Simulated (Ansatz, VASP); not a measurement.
## Two plane-wave programs on C

```
CELL_PARAMETERS angstrom
1.28640 0.00000 0.00000
0.00000 3.18258 0.00000
0.00000 0.00000 3.25639
ATOMIC_POSITIONS crystal
C 0.00000 0.50000 0.00000
```

Alike in both runs: task relaxation of cell and atoms; functional PBE; k mesh 42 × 18 × 18; occupations gaussian, width 0.1 eV; no spin polarisation.

```csv
,VASP,Ansatz
version,VASP 6.6.1,Ansatz 0.2.0
potentials or method,"VASP PAW PBE potentials, release 64 (C), cutoff 600 eV","scalar-relativistic, plane waves, PAW"
valence electrons in the cell,4,4
```

```tsv
	VASP	Ansatz	Ansatz less VASP
gap on the k mesh at the Fermi level, each at its own relaxed structure (eV)	none	none	-
relaxed volume (Å³/atom)	19.05	23.40	+4.356
relaxed cell length with the largest relative difference (Å)	3.838	4.268	+0.4295
```

A gap of «none» marks a metal or a gap that the smearing closes. One of these differences is far larger than is usual between the two programs; its cause wasn't traced. Ansatz's warnings: xc potential rough in thin density.

Noted on VASP's run: the volume moved by over 15 % at a fixed basis, so the end points are rough.
